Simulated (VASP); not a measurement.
# SiB5 (F-43m) in VASP: single point with PBE

Aim: the single point of SiB5 with PBE.

Everything below comes from runs of VASP 6.6.1. Logs are shortened: lines on timing, memory, paths and dates and some standing lists are left out, and cuts for length are marked.

### Step 1. The cell of the first run

The structure is cubic, space group F-43m (No. 216). Conventional cell: a = 5.546 Å, b = 5.546 Å, c = 5.546 Å, α = 90.00°, β = 90.00°, γ = 90.00°. Si (site symmetry -43m) has 16 B at 2.30 to 2.40 Å within 3.0 Å. Within 3.0 Å of B (site symmetry -43m) lie 12 B at 2.29 Å and 4 Si at 2.40 Å. B (site symmetry 3m) has 9 B at 1.91 to 2.29 Å and 3 Si at 2.30 Å within 2.5 Å.

The cell was generated, and may not be a known phase.

### Step 2. Single point, PBE

The input, INCAR:

```
ALGO = Normal ; EDIFF = 1E-6
ENCUT = 500 ; GGA = PE
GGA_COMPAT = F ; ISIF = 2
ISMEAR = 0 ; LASPH = T
LCHARG = F ; LREAL = F
LWAVE = F ; NBANDS = 18
NELM = 120 ; PREC = Accurate
SIGMA = 0.2
```

The input, KPOINTS:

```
k-points
0
Gamma
  5 5 5
```

The input, POSCAR:

```
SiB5
1.0
    0.0000000000      2.7732243412      2.7732243412
    2.7732243412      0.0000000000      2.7732243412
    2.7732243412      2.7732243412      0.0000000000
Si B
1 5
Direct
    0.0000000000      0.0000000000      0.0000000000
    0.2500000000      0.2500000000      0.2500000000
    0.1340280420      0.6219906527      0.6219906527
    0.6219906527      0.6219906527      0.6219906527
    0.6219906527      0.6219906527      0.1340280420
    0.6219906527      0.1340280420      0.6219906527
```

Potentials or basis: VASP PAW PBE potentials, release 64 (Si, B).

Launch:

```console
cat potpaw_PBE.64/Si/POTCAR potpaw_PBE.64/B/POTCAR > POTCAR
mpirun -np 1 vasp_std > vasp.out
```

OUTCAR:

```text
EDIFF = 1E-6
   ENCUT = 500
   GGA = PE
   ISIF = 2
   ISMEAR = 0
   LASPH = T
   LREAL = F
   NELM = 120
   PREC = Accurate

 ion  position               nearest neighbor table
   1  0.000  0.000  0.000-   3 2.30   5 2.30   6 2.30   4 2.30   4 2.30   4 2.30   3 2.30   6 2.30
                             6 2.30   3 2.30   5 2.30   5 2.30   2 2.40   2 2.40   2 2.40   2 2.40
   2  0.250  0.250  0.250-   1 2.40   1 2.40   1 2.40   1 2.40
   3  0.134  0.622  0.622-   4 1.91   5 1.91   6 1.91   6 2.01   5 2.01   4 2.01   1 2.30   1 2.30
                             1 2.30
   4  0.622  0.622  0.622-   3 1.91   5 1.91   6 1.91   3 2.01   6 2.01   5 2.01   1 2.30   1 2.30
                             1 2.30
   5  0.622  0.622  0.134-   3 1.91   4 1.91   6 1.91   6 2.01   3 2.01   4 2.01   1 2.30   1 2.30
                             1 2.30
   6  0.622  0.134  0.622-   3 1.91   4 1.91   5 1.91   3 2.01   5 2.01   4 2.01   1 2.30   1 2.30
                             1 2.30

  LATTYP: Found a face centered cubic cell.
 ALAT       =     5.5464486824

  Lattice vectors:

 A1 = (   0.0000000000,   2.7732243412,   2.7732243412)
 A2 = (   2.7732243412,   0.0000000000,   2.7732243412)
 A3 = (   2.7732243412,   2.7732243412,   0.0000000000)

Analysis of symmetry for initial positions (statically):
=====================================================================
 Subroutine PRICEL returns:
 Original cell was already a primitive cell.

 Routine SETGRP: Setting up the symmetry group for a
 face centered cubic supercell.

 Subroutine GETGRP returns: Found 24 space group operations
 (whereof 24 operations were pure point group operations)
 out of a pool of 48 trial point group operations.

The static configuration has the point symmetry T_d .

Analysis of symmetry for dynamics (positions and initial velocities):
=====================================================================
 Subroutine PRICEL returns:
 Original cell was already a primitive cell.

 Routine SETGRP: Setting up the symmetry group for a
 face centered cubic supercell.

 Subroutine GETGRP returns: Found 24 space group operations
 (whereof 24 operations were pure point group operations)
 out of a pool of 48 trial point group operations.

The dynamic configuration has the point symmetry T_d .

 Subroutine INISYM returns: Found 24 space group operations
 (whereof 24 operations are pure point group operations),
 and found     1 'primitive' translations

----------------------------------------------------------------------------------------

                                     Primitive cell

  volume of cell :      42.6565

  direct lattice vectors                    reciprocal lattice vectors
     0.000000000  2.773224341  2.773224341    -0.180295547  0.180295547  0.180295547
     2.773224341  0.000000000  2.773224341     0.180295547 -0.180295547  0.180295547
     2.773224341  2.773224341  0.000000000     0.180295547  0.180295547 -0.180295547

  length of vectors
     3.921931475  3.921931475  3.921931475     0.312281048  0.312281048  0.312281048

  position of ions in fractional coordinates (direct lattice)
     0.000000000  0.000000000  0.000000000
     0.250000000  0.250000000  0.250000000
     0.134028042  0.621990653  0.621990653
     0.621990653  0.621990653  0.621990653
     0.621990653  0.621990653  0.134028042
     0.621990653  0.134028042  0.621990653

  ion indices of the primitive-cell ions
   primitive index   ion index
                 1           1
                 2           2
                 3           3
                 4           4
                 5           5
                 6           6

----------------------------------------------------------------------------------------

 KPOINTS: k-points

Automatic generation of k-mesh.
 Grid dimensions read from file:
 generate k-points for:    5    5    5

 Generating k-lattice:

  Cartesian coordinates                     Fractional coordinates (reciprocal lattice)
    -0.036059109  0.036059109  0.036059109     0.200000000  0.000000000  0.000000000
     0.036059109 -0.036059109  0.036059109     0.000000000  0.200000000  0.000000000
     0.036059109  0.036059109 -0.036059109     0.000000000  0.000000000  0.200000000

  Length of vectors
     0.062456210  0.062456210  0.062456210

  Shift w.r.t. Gamma in fractional coordinates (k-lattice)
     0.000000000  0.000000000  0.000000000

 Subroutine IBZKPT returns following result:
 ===========================================

 Found     10 irreducible k-points:

 Following reciprocal coordinates:
            Coordinates               Weight
  0.000000  0.000000  0.000000      1.000000
  0.200000  0.000000  0.000000      8.000000
  0.400000  0.000000  0.000000      8.000000
  0.200000  0.200000  0.000000      6.000000
  0.400000  0.200000  0.000000     24.000000
 -0.400000  0.200000  0.000000     24.000000
 -0.200000  0.200000  0.000000     12.000000
  0.400000  0.400000  0.000000      6.000000
 -0.400000  0.400000  0.000000     12.000000
 -0.400000  0.400000  0.200000     24.000000
   k-points           NKPTS =     10   k-points in BZ     NKDIM =     10   number of bands    NBANDS=     18
   number of dos      NEDOS =    301   number of ions     NIONS =      6
   total plane-waves  NPLWV =  27000
   dimension x,y,z NGX =    30 NGY =   30 NGZ =   30
   dimension x,y,z NGXF=    60 NGYF=   60 NGZF=   60
   ions per type =               1   5
   NGX,Y,Z   is equivalent  to a cutoff of  12.72, 12.72, 12.72 a.u.
   NGXF,Y,Z  is equivalent  to a cutoff of  25.43, 25.43, 25.43 a.u.
 SYSTEM =  unknown system
   PREC   = accura    normal or accurate (medium, high low for compatibility)
   ISTART =      0    job   : 0-new  1-cont  2-samecut
   ICHARG =      2    charge: 1-file 2-atom 10-const
   ISPIN  =      1    spin polarized calculation?
   LNONCOLLINEAR =      F non collinear calculations
   LSORBIT =      F    spin-orbit coupling
   LASPH  =      T    aspherical Exc in radial PAW
   ENCUT  =  500.0 eV  36.75 Ry    6.06 a.u.   7.15  7.15  7.15*2*pi/ulx,y,z
   NELM   =    120;   NELMIN=  2; NELMDL= -5     # of ELM steps
   EDIFF  = 0.1E-05   stopping-criterion for ELM
   LREAL  =      F    real-space projection
   EDIFFG = 0.1E-04   stopping-criterion for IOM
   NSW    =      0    number of steps for IOM
   IBRION =     -1    ionic relax: 0-MD 1-quasi-New 2-CG
   NFREE  =      0    steps in history (QN), initial steepest desc. (CG)
   ISIF   =      2    stress and relaxation
   ISYM   =      2    0-nonsym 1-usesym 2-fastsym
   POTIM  = 0.5000    time-step for ionic-motion
   TEBEG  =    0.0;   TEEND  =   0.0 temperature during run
   PSTRESS=    0.0 pullay stress
   NELECT =      19.0000    total number of electrons
   NUPDOWN=      -1.0000    fix difference up-down
   EMIN   =  10.00;   EMAX   =-10.00  energy-range for DOS
   EFERMI =   0.00;   METHOD = LEGACY
   ISMEAR =     0;   SIGMA  =   0.20  broadening in eV -4-tet -1-fermi 0-gaus
   EFERMI_NEDOS =   21; number of points for ismear=-14 and -15
   IALGO  =     38    algorithm
   IMIX   =      4    mixing-type and parameters
     AMIX     =   0.40;   BMIX     =  1.00
     AMIX_MAG =   1.60;   BMIX_MAG =  1.00
  volume/ion in A,a.u.               =       7.11        47.98
  Fermi-wavevector in a.u.,A,eV,Ry     =   1.250252  2.362634 21.267689  1.563131
  Thomas-Fermi vector in A             =   2.384255
   LORBIT       =      0    0 simple, 1 ext, 2 COOP (PROOUT), +10 PAW based schemes
   GGA     = PE    functional components
   LHFCALC =     F    Hartree Fock is set to
   AEXX    =    0.0000 exact exchange contribution
   IVDW    =     0    specifies the selected vdW correction
   LEPSILON=     F    determine dielectric tensor
   LRPA    =     F    only Hartree local field effects (RPA)
 non-spin polarized calculation
 Gauss-broadening in eV      SIGMA  =   0.20
  energy-cutoff  :      500.00
  volume of cell :       42.66
 maximum number of plane-waves:      1103
 NGX is ok and might be reduce to    30
   NGX = 15   NGY = 15   NGZ = 15

 number of electron      19.0000000 magnetization

 Free energy of the ion-electron system (eV)
  ---------------------------------------------------
  ext. energy  EPLUGINS =         0.00000000
  ---------------------------------------------------
  free energy    TOTEN  =       -30.07962662 eV

  energy without entropy =      -30.03099290  energy(sigma->0) =      -30.05530976

 E-fermi :  10.9008     XC(G=0): -12.6163

 val. band max:       10.9000735260   @ k =  -0.4000   0.4000   0.0000
 cond. band min:      11.0391901144   @ k =   0.2000   0.0000   0.0000
 fundamental gap:      0.1391165884
 Fermi energy:        10.9008312758

 k-point     1 :       0.0000    0.0000    0.0000
  band No.  band energies     occupation
      1      -7.2749      2.00000
      2       1.5828      2.00000
      3       3.6174      2.00000
      4       3.6174      2.00000
      5       3.6174      2.00000
      6       6.6220      2.00000
[... 10 lines left out ...]
     17      20.1013      0.00000
     18      20.1013      0.00000

 k-point     2 :       0.2000    0.0000    0.0000
  band No.  band energies     occupation
      1      -6.7860      2.00000
      2       0.1898      2.00000
      3       2.0137      2.00000
      4       3.3970      2.00000
      5       3.3970      2.00000
      6       6.1210      2.00000
[... 10 lines left out ...]
     17      18.6538      0.00000
     18      18.6538      0.00000

 k-point     3 :       0.4000    0.0000    0.0000
  band No.  band energies     occupation
      1      -5.3358      2.00000
      2      -2.8977      2.00000
      3       1.6740      2.00000
      4       3.3455      2.00000
      5       3.3455      2.00000
      6       4.6896      2.00000
[... 118 lines left out ...]
 k-point     9 :      -0.4000    0.4000    0.0000
  band No.  band energies     occupation
      1      -3.1839      2.00000
      2      -2.8489      2.00000
      3      -1.8785      2.00000
      4       1.1065      2.00000
      5       1.1803      2.00000
      6       4.1568      2.00000
[... 10 lines left out ...]
     17      17.6075      0.00000
     18      18.1495      0.00000

 k-point    10 :      -0.4000    0.4000    0.2000
  band No.  band energies     occupation
      1      -4.0741      2.00000
      2      -1.9288      2.00000
      3      -1.4669      2.00000
      4      -0.5474      2.00000
      5       3.8987      2.00000
      6       4.6415      2.00000
[... 10 lines left out ...]
     17      17.9261      0.00000
     18      18.4626      0.00000

------------------------ aborting loop because EDIFF is reached ----------------------------------------

  FORCE on cell =-STRESS in cart. coord.  units (eV):
  Direction    XX          YY          ZZ          XY          YZ          ZX
  --------------------------------------------------------------------------------------
  -------------------------------------------------------------------------------------
  Total       -0.1824448     -0.1824448     -0.1824448      0.0000000      0.0000000      0.0000000
  in kB       -6.8526267     -6.8526267     -6.8526267      0.0000000      0.0000000      0.0000000
  external PRESSURE =      -6.8526267 kB  Pullay stress =       0.0000000 kB

 VOLUME and BASIS-vectors are now :
 -----------------------------------------------------------------------------
  energy-cutoff  :      500.00
  volume of cell :       42.66
      direct lattice vectors                 reciprocal lattice vectors
     0.000000000  2.773224341  2.773224341    -0.180295547  0.180295547  0.180295547
     2.773224341  0.000000000  2.773224341     0.180295547 -0.180295547  0.180295547
     2.773224341  2.773224341  0.000000000     0.180295547  0.180295547 -0.180295547

 POSITION                                       TOTAL-FORCE (eV/Angst)
 -----------------------------------------------------------------------------------
      0.00000      0.00000      0.00000        -0.000000      0.000000      0.000000
      1.38661      1.38661      1.38661        -0.000000      0.000000      0.000000
      3.44984      2.09661      2.09661        -0.012749      0.012749      0.012749
      3.44984      3.44984      3.44984        -0.012749     -0.012749     -0.012749
      2.09661      2.09661      3.44984         0.012749      0.012749     -0.012749
      2.09661      3.44984      2.09661         0.012749     -0.012749      0.012749
 -----------------------------------------------------------------------------------
    total drift:                               -0.000000     -0.000000     -0.000000

  FREE ENERGIE OF THE ION-ELECTRON SYSTEM (eV)
  ---------------------------------------------------
  free  energy   TOTEN  =       -30.0796266242 eV

  energy  without entropy=      -30.0309928978  energy(sigma->0) =      -30.05530976
```

Wall time 8.4 s (1 thread of Intel Xeon Platinum 8375C at 2.90GHz (Ice Lake), shared host); peak memory 0.15 GiB.

Results:

```yaml
Free_energy: -30.0796 eV
Pressure: -0.7 GPa
Largest_force: 0.022 eV/Å
Band_gap_on_the_k_mesh: zero (an odd number of electrons rules out a gap without spin polarisation)
```

Forces in eV/Å, atoms in the order of the input:
```
Si   0.000  0.000  0.000
B    0.000  0.000  0.000
B   -0.013  0.013  0.013
B   -0.013 -0.013 -0.013
B    0.013  0.013 -0.013
B    0.013 -0.013  0.013
```

Caveat: the k points lie up to 0.39 Å⁻¹ apart, too coarse for converged energies and pressures of a metal.

The gap in the log of VASP goes by the Fermi energy; the results here count the filled bands.